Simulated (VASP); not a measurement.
MgO (rock salt type), 2 atoms in the cell. It takes space group Fm-3m (No. 225, cubic). Conventional cell: a = 4.226 Å, b = 4.226 Å, c = 4.226 Å, α = 90.00°, β = 90.00°, γ = 90.00°. Mg (site symmetry m-3m) has 6 O at 2.11 Å within 2.8 Å. O (site symmetry m-3m) has 6 Mg at 2.11 Å within 2.8 Å. 

- Program: VASP 6.6.1
- Task: single point
- Functional: r2SCAN
- Potentials or basis: VASP PAW PBE potentials, release 64 (Mg, O)
- Cutoff: 520 eV
- k mesh: 14 × 14 × 14
- Occupations: fermi-dirac, width 0.1 eV
- Spin: no spin polarisation
- Dipole correction: no
- Further INCAR settings: ALGO = Normal; EDIFF = 1e-06; NBANDS = 11

Potentials or basis: VASP PAW PBE potentials, release 64 (Mg, O).

The run is started by

```sh
$ cat potpaw_PBE.64/Mg/POTCAR potpaw_PBE.64/O/POTCAR > POTCAR
$ cp INCAR.step1 INCAR
$ mpirun -np 1 vasp_std > vasp.out
$ cp INCAR.step2 INCAR
$ mpirun -np 1 vasp_std > vasp.out
```

Hardware: 1 thread of Intel(R) Xeon(R) Platinum 8559C (Emerald Rapids), with other jobs on the host.

Question: Estimate the wall time of this run.

Answer: It took 39 s on 1 thread of Intel(R) Xeon(R) Platinum 8559C (Emerald Rapids), on a shared host, peak memory 0.15 GiB. Counts: k points 104.
